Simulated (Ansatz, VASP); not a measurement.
# Two plane-wave programs on Ge

The input INCAR:

```
PREC = Accurate ; ENCUT = 520
EDIFF = 1E-6 ; ISMEAR = 0
SIGMA = 0.15 ; LREAL = False
LASPH = True ; NELM = 100
ALGO = Normal ; ISIF = 2
LWAVE = False ; LCHARG = False
GGA = CA ; NBANDS = 66
```

KPOINTS

```
Automatic mesh
0
Gamma
  9 9 9
```

File POSCAR:

```
Ge
1.0
    4.6361000000      2.6766535830      2.0754666667
   -4.6361000000      2.6766535830      2.0754666667
    0.0000000000     -5.3533071660      2.0754666667
Ge
8
Direct
    0.7160372198      0.7160372198      0.7160372198
    0.2839627802      0.2839627802      0.2839627802
    0.0289443365      0.7253625346      0.5322921793
    0.5322921793      0.0289443365      0.7253625346
    0.7253625346      0.5322921793      0.0289443365
    0.9710556635      0.2746374654      0.4677078207
    0.4677078207      0.9710556635      0.2746374654
    0.2746374654      0.4677078207      0.9710556635
```

Input for Ansatz:

```yaml
crystal:
  lattice:
    - [4.6361, 2.676653583, 2.0754666667]
    - [-4.6361, 2.676653583, 2.0754666667]
    - [0.0, -5.353307166, 2.0754666667]
  atoms:
    - { symbol: Ge, position: [0.7160372198, 0.7160372198, 0.7160372198] }
    - { symbol: Ge, position: [0.2839627802, 0.2839627802, 0.2839627802] }
    - { symbol: Ge, position: [0.0289443365, 0.7253625346, 0.5322921793] }
    - { symbol: Ge, position: [0.5322921793, 0.0289443365, 0.7253625346] }
    - { symbol: Ge, position: [0.7253625346, 0.5322921793, 0.0289443365] }
    - { symbol: Ge, position: [0.9710556635, 0.2746374654, 0.4677078207] }
    - { symbol: Ge, position: [0.4677078207, 0.9710556635, 0.2746374654] }
    - { symbol: Ge, position: [0.2746374654, 0.4677078207, 0.9710556635] }
basis:
  ecutwfc: 420
kpoints:
  mp_grid: { grid: [9, 9, 9] }
hamiltonian:
  xc: lda
  pseudopotentials: { kind: paw, azcp: { folder: soft_1 } }
scf:
  occupations: { method: gaussian, width: 0.15 }
output:
  forces: true
  stress: true
  eigenvalues: true
  write_density: true
  write_potential: true
  elf: true
  volumetric_format: npy
```

Alike in both runs: task single point; functional LDA; k mesh 9 × 9 × 9; occupations gaussian, width 0.15 eV; no spin polarisation.

|  | VASP | Ansatz |
| --- | --- | --- |
| version | VASP 6.6.1 | Ansatz 0.2.0 |
| potentials or method | VASP PAW LDA potentials, release 64 (Ge_d), cutoff 520 eV | scalar-relativistic, plane waves, PAW |
| valence electrons in the cell | 112 | 112 |

VASP gave:

| Quantity | Value |
| --- | --- |
| gap on the k mesh at the Fermi level (eV) | none |
| pressure (GPa) | 4.6 |
| traceless stress, the component that is largest in VASP (GPa) | -12.05 |
| rms of the force components (eV/Å) | 0.536 |

Q: Estimate Ansatz's values.

A: gap on the k mesh at the Fermi level (eV): none; pressure (GPa): 4.4; traceless stress, the component that is largest in VASP (GPa): -11.95; rms of the force components (eV/Å): 0.528.

Ansatz warns that its potentials were made for another functional, while VASP's fit it. LDA's correlation is that of Perdew and Zunger in VASP and of Perdew and Wang (1992) in Ansatz. Atom by atom the forces differ by 0.010 eV/Å (rms over components). A gap of «none» marks a metal or a gap that the smearing closes.
